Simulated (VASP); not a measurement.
# ZnO: single point with LDA

The system is ZnO.

```
CELL_PARAMETERS angstrom
0.00000 2.13377 2.13377
2.13377 0.00000 2.13377
2.13377 2.13377 0.00000
ATOMIC_POSITIONS crystal
Zn 0.00000 0.00000 0.00000
O 0.50000 0.50000 0.50000
```

```json
{
  "Program": "VASP 6.6.1",
  "Task": "single point",
  "Functional": "LDA",
  "Potentials or basis": "VASP PAW LDA potentials, release 64 (Zn, O_h)",
  "Cutoff": "910 eV",
  "k mesh": "10 × 10 × 10",
  "Occupations": "gaussian, width 0.01 eV",
  "Spin": "no spin polarisation",
  "Dipole correction": "no",
  "Second run": "hard_potentials",
  "Further INCAR settings": "ALGO = Normal; EDIFF = 1e-06; NBANDS = 16"
}
```

- Pressure: -6.4 GPa
- Band gap on the k mesh: 0.92 eV, indirect (least direct gap 2.31 eV)

Levels at points of the mesh, in eV from the valence-band top:
```
           k point  band 6  band 7  band 8  band 9  band 10  band 11  band 12  band 13
(0.00, 0.00, 0.00)   -4.76   -1.40   -1.40   -1.40     0.92    17.89    17.89    17.89
(0.50, 0.00, 0.00)   -4.54   -3.70    0.00    0.00     5.34     9.02    12.61    12.61
(0.50, 0.50, 0.00)   -4.42   -4.07   -2.87   -2.87     4.05    10.59    11.17    15.26
```

Wall time 17 s on 1 thread of AMD EPYC 9R45 96-Core Processor (Zen 5) (shared host), peak memory 0.14 GiB.

Caveat: the cutoff is under 1.25 times the usual one of these potentials, so pressure, stress and relaxed cells hold a basis-set (Pulay) error. A k mesh can miss the band edges.
